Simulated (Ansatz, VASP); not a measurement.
Two plane-wave programs on In

Contents of INCAR:

```
PREC = Accurate ; ENCUT = 520
EDIFF = 1E-6 ; ISMEAR = -1
SIGMA = 0.2 ; LREAL = F
LASPH = T ; NELM = 60
ALGO = Normal ; ISIF = 2
LWAVE = F ; LCHARG = F
NBANDS = 12
```

File KPOINTS:

```
Automatic mesh
0
Gamma
  12 12 14
```

Contents of POSCAR:

```
In
1.0
   -1.6019898026      1.6281983263      2.4755659685
    1.6281983263     -1.6019898026      2.4755659685
    1.5260503434      1.5260503434     -2.4583443292
In
1
Direct
    0.0000000000      0.0000000000      0.0000000000
```

Input for Ansatz:

```yaml
crystal:
  lattice:
    - [-1.6019898026, 1.6281983263, 2.4755659685]
    - [1.6281983263, -1.6019898026, 2.4755659685]
    - [1.5260503434, 1.5260503434, -2.4583443292]
  atoms:
    - { symbol: In, position: [0.0, 0.0, 0.0] }
hamiltonian:
  xc: lda
  pseudopotentials:
    kind: paw
    azcp:
      In: "pseudopotentials/In.paw.azcp"
basis:
  ecutwfc: 420
  fft_grid_basis: typed
kpoints:
  mp_grid: { grid: [12, 12, 14], shift: [0, 0, 0] }
magnetization:
  spin_polarized: false
scf:
  occupations: { method: fermi_dirac, width: 0.2 }
  lower_state_search: "off"
output:
  stress: true
  write_density: true
  write_potential: true
  elf: true
  volumetric_format: npy
```

Alike in both runs: task single point; functional LDA; k mesh 12 × 12 × 14; occupations fermi-dirac, width 0.2 eV; no spin polarisation.

|  | VASP | Ansatz |
| --- | --- | --- |
| version | VASP 6.6.1 | Ansatz 0.2.0 |
| potentials or method | VASP PAW LDA potentials, release 64 (In_d), cutoff 520 eV | plane waves (420 eV) with PAW, scalar-relativistic |
| valence electrons in the cell | 13 | 13 |

```tsv
	VASP	Ansatz	Ansatz less VASP
pressure (GPa)	0.2	0.1	-0.03
traceless stress, the component that is largest in VASP (GPa)	0.09	0.09	+0.002
```

Ansatz warns that its potentials were made for another functional, while VASP's fit it. LDA's correlation is that of Perdew and Zunger in VASP and of Perdew and Wang (1992) in Ansatz.
